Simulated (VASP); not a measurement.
Set up this calculation in VASP 6.6.1, as the native input.

* Task: single point
* Functional: PBEsol
* Potentials or basis: VASP PAW PBE potentials, release 64 (Ti_sv, Al)
* Cutoff: 520 eV
* k mesh: 16 × 16 × 16
* Occupations: gaussian, width 0.15 eV
* Spin: no spin polarisation
* Dipole correction: no
* Further INCAR settings: ALGO = Fast; EDIFF = 1e-06; NBANDS = 14

The structure of TiAl lies in POSCAR:

```
TiAl
1.0
    3.1790640000     -0.0317906400      0.0000000000
   -0.0317906400      3.1790640000      0.0000000000
    0.0000000000      0.0000000000      3.1790640000
Ti Al
1 1
Direct
    0.0000000000      0.0000000000      0.0000000000
    0.5000000000      0.5000000000      0.5000000000
```

This cell differs from its parent crystal: strain -0.0200 x Voigt [0, 0, 0, 0, 0, 1].

The input as run:

INCAR

```
PREC = Accurate ; ENCUT = 520
EDIFF = 1E-6 ; ISMEAR = 0
SIGMA = 0.15 ; LREAL = F
LASPH = T ; NELM = 80
ALGO = Fast ; ISIF = 2
LWAVE = F ; LCHARG = F
GGA = PS ; NBANDS = 14
```

KPOINTS

```
regular mesh
0
Gamma
  16 16 16
```

Potentials or basis: VASP PAW PBE potentials, release 64 (Ti_sv, Al).

Run with:

```console
$ cat potpaw_PBE.64/Ti_sv/POTCAR potpaw_PBE.64/Al/POTCAR > POTCAR
$ mpirun -np 1 vasp_std > vasp.out
```

Results of the run:

```yaml
Pressure: -2.3 GPa
```

Caveat: the cell differs from its parent crystal (strain -0.0200 x Voigt [0, 0, 0, 0, 0, 1]); the PAW data sets were made with another functional, which shifts forces and pressure a little.

Run time: 3.3 min on 1 thread of Intel(R) Xeon(R) Platinum 8375C CPU @ 2.90GHz (Ice Lake), with other jobs on the host, peak memory 0.4 GiB.
